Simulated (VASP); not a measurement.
Set up this calculation in VASP 6.6.1, as the native input.

| Property | Result |
| --- | --- |
| Task | single point |
| Functional | PBE |
| Potentials or basis | VASP PAW PBE potentials, release 64 (B, N) |
| Cutoff | 520 eV |
| k mesh | 6 × 6 × 6 |
| Occupations | gaussian, width 0.01 eV |
| Spin | no spin polarisation |
| Dipole correction | no |
| Further INCAR settings | ALGO = Normal; EDIFF = 1e-06; NBANDS = 11 |

The structure of BN lies in POSCAR:

```
BN
1.0
    0.0000000000      1.8048254650      1.8228737197
    1.8048254650      0.0000000000      1.8228737197
    1.8048254650      1.8048254650      0.0000000000
B N
1 1
Direct
    0.0000000000      0.0000000000      0.0000000000
    0.2500000000      0.2500000000      0.2500000000
```

This cell differs from its parent crystal: uniaxial z strain +1.0%.

One way to write it, as run:

INCAR

```
SYSTEM = BN
ALGO = Normal
EDIFF = 1E-6
ENCUT = 520
GGA = PE
ISIF = 2
ISMEAR = 0
LASPH = .TRUE.
LCHARG = .FALSE.
LREAL = .FALSE.
LWAVE = .FALSE.
NBANDS = 11
NELM = 60
PREC = Accurate
SIGMA = 0.01
```

KPOINTS

```
k-points
0
G
  6 6 6
  0 0 0
```

Potentials or basis: VASP PAW PBE potentials, release 64 (B, N).

Launch:

```bash
$ cat potpaw_PBE.64/B/POTCAR potpaw_PBE.64/N/POTCAR > POTCAR
$ mpirun -np 1 vasp_std > vasp.out
```

It gave:

```
Pressure               : 1.2 GPa
Band gap on the k mesh : 4.36 eV, indirect (least direct gap 8.74 eV)
```

Caveat: the k points lie up to 0.50 Å⁻¹ apart; the cell differs from its parent crystal (uniaxial z strain +1.0%).

Run time: 9.1 s on 1 thread of AMD EPYC 7R13 (shared host), peak memory 0.09 GiB.
